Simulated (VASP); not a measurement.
The system is GeW.

```xyz
2
Lattice="0.0000 2.5776 2.5776 2.5776 0.0000 2.5776 2.5776 2.5776 0.0000" Properties=species:S:1:pos:R:3 pbc="T T T"
Ge    2.5776    2.5776    2.5776
W     0.0000    0.0000    0.0000
```

- Program: VASP 6.6.1
- Task: relaxation of cell and atoms
- Functional: PBE
- Potentials or basis: VASP PAW PBE potentials, release 64 (Ge_d, W_sv)
- Cutoff: 600 eV
- k mesh: 9 × 9 × 9
- Occupations: fermi-dirac, width 0.05 eV
- Spin: no spin polarisation
- Hubbard terms: W d U = 3.0 eV

At the start: pressure 3.0 GPa; volume 17.13 Å³/atom.

**Question.** How do energy, volume and symmetry change on relaxing?

**Answer.** Over 3 steps the energy falls by 2.8 meV/atom and the volume is 17.43 Å³/atom (+1.8 %); space group Fm-3m (No. 225, to 0.05 Å).

The path:
```tsv
step	energy change (eV)	largest force (eV/Å)	pressure (GPa)	volume (Å³)
1	0.0000	0.0000	3.03	34.25
2	0.0095	0.0000	-4.55	35.88
3	-0.0056	0.0000	0.00	34.86
```

Final structure:
```xyz
2
Lattice="0.0000 2.5927 2.5927 2.5927 0.0000 2.5927 2.5927 2.5927 0.0000" Properties=species:S:1:pos:R:3 pbc="T T T"
Ge    2.5927    2.5927    2.5927
W     0.0000    0.0000    0.0000
```

Caveat: U without spin polarisation on a metal has little footing; the U is typed as a test and isn't derived for this compound.
